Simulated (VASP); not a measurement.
Set up this calculation in VASP 6.6.1, as the native input.

| Property | Result |
| --- | --- |
| Task | single point |
| Functional | r2SCAN |
| Potentials or basis | VASP PAW PBE potentials, release 64 (Ag) |
| Cutoff | 550 eV |
| k mesh | 11 × 11 × 11 |
| Occupations | methfessel-paxton, width 0.0416 eV |
| Spin | no spin polarisation |
| Dipole correction | no |
| Further INCAR settings | ALGO = Normal; EDIFF = 1e-06; NBANDS = 12 |

Crystal: Ag.

```xyz
1
Lattice="0.0000 2.0126 2.0126 2.0126 0.0000 2.0126 2.0126 2.0126 0.0000" Properties=species:S:1:pos:R:3 pbc="T T T"
Ag    0.0000    0.0000    0.0000
```

One way to write it, as run:

POSCAR

```
Ag
1.0
    0.0000000000      2.0125634800      2.0125634800
    2.0125634800      0.0000000000      2.0125634800
    2.0125634800      2.0125634800      0.0000000000
Ag
1
Direct
    0.0000000000      0.0000000000      0.0000000000
```

INCAR.step1

```
SYSTEM = Ag
PREC     = Accurate       ! precision mode
ENCUT    = 550            ! plane-wave cutoff, eV
ISMEAR   = 1              ! smearing method
SIGMA    = 0.0416         ! smearing width, eV
LREAL    = .False.        ! projectors in reciprocal space
LASPH    = .True.         ! aspherical terms in the spheres
NELM     = 120            ! most SCF steps
NBANDS   = 12             ! bands
GGA      = PE             ! functional
ALGO     = Normal         ! electronic algorithm
EDIFF    = 1E-5           ! SCF threshold, eV
LWAVE    = .True.         ! write WAVECAR
LCHARG   = .False.        ! write CHGCAR
GGA_COMPAT= .False.
```

INCAR.step2

```
SYSTEM = Ag
PREC     = Accurate       ! precision mode
ENCUT    = 550            ! plane-wave cutoff, eV
EDIFF    = 1E-6           ! SCF threshold, eV
ISMEAR   = 1              ! smearing method
SIGMA    = 0.0416         ! smearing width, eV
LREAL    = .False.        ! projectors in reciprocal space
LASPH    = .True.         ! aspherical terms in the spheres
NELM     = 120            ! most SCF steps
ALGO     = Normal         ! electronic algorithm
ISIF     = 2              ! what is computed and relaxed
LWAVE    = .False.        ! write WAVECAR
LCHARG   = .False.        ! write CHGCAR
METAGGA  = R2SCAN         ! meta-GGA
LMIXTAU  = .True.       
NBANDS   = 12             ! bands
ISTART   = 1            
GGA_COMPAT= .False.
```

KPOINTS

```
Automatic mesh
0
Gamma
  11 11 11
  0 0 0
```

Potentials or basis: VASP PAW PBE potentials, release 64 (Ag).

Run with:

```sh
$ cat potpaw_PBE.64/Ag/POTCAR > POTCAR
$ cp INCAR.step1 INCAR
$ mpirun -np 1 vasp_std > vasp.out
$ cp INCAR.step2 INCAR
$ mpirun -np 1 vasp_std > vasp.out
```

Results of the run:

The pressure is 6.9 GPa and the band gap on the k mesh is zero (an odd number of electrons rules out a gap without spin polarisation).

Caveat: the cell stands under pressure; the PAW data sets were made with another functional, which shifts forces and pressure a little.

It took 33 s on 1 thread of AMD EPYC 9R45 96-Core Processor (Zen 5) (shared host), peak memory 0.12 GiB.
